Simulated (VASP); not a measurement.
The system is Sb.

```
CELL_PARAMETERS angstrom
-1.87134 1.87134 1.87134
1.87134 -1.87134 1.87134
1.87134 1.87134 -1.87134
ATOMIC_POSITIONS crystal
Sb 0.00000 0.00000 0.00000
```

- Program: VASP 6.6.1
- Task: relaxation of cell and atoms
- Functional: revPBE
- Dispersion: D3(BJ)
- Potentials or basis: VASP PAW PBE potentials, release 64 (Sb)
- Cutoff: 600 eV
- k mesh: 10 × 10 × 10
- Occupations: fermi-dirac, width 0.05 eV
- Spin: no spin polarisation

At the start: pressure -2.0 GPa; volume 26.21 Å³/atom.

How do energy, volume and symmetry change on relaxing?

Over 3 steps the energy falls by 5.4 meV/atom and the volume is 25.39 Å³/atom (-3.1 %); space group Im-3m (No. 229, to 0.05 Å).

The path:
| step | energy change (eV) | largest force (eV/Å) | pressure (GPa) | volume (Å³) |
| --- | --- | --- | --- | --- |
| 1 | 0.0000 | 0.0000 | -2.04 | 26.21 |
| 2 | -0.0038 | 0.0000 | 1.22 | 24.96 |
| 3 | -0.0054 | 0.0000 | 0.01 | 25.39 |

Final structure:
```
Sb
1.0
    -1.85163    1.85163    1.85163
     1.85163   -1.85163    1.85163
     1.85163    1.85163   -1.85163
Sb
1
Direct
  0.00000 0.00000 0.00000
```

Caveat: the PAW data sets were made with another functional, which shifts forces and pressure a little; pairwise dispersion overbinds metals, which lowers pressure and volume.
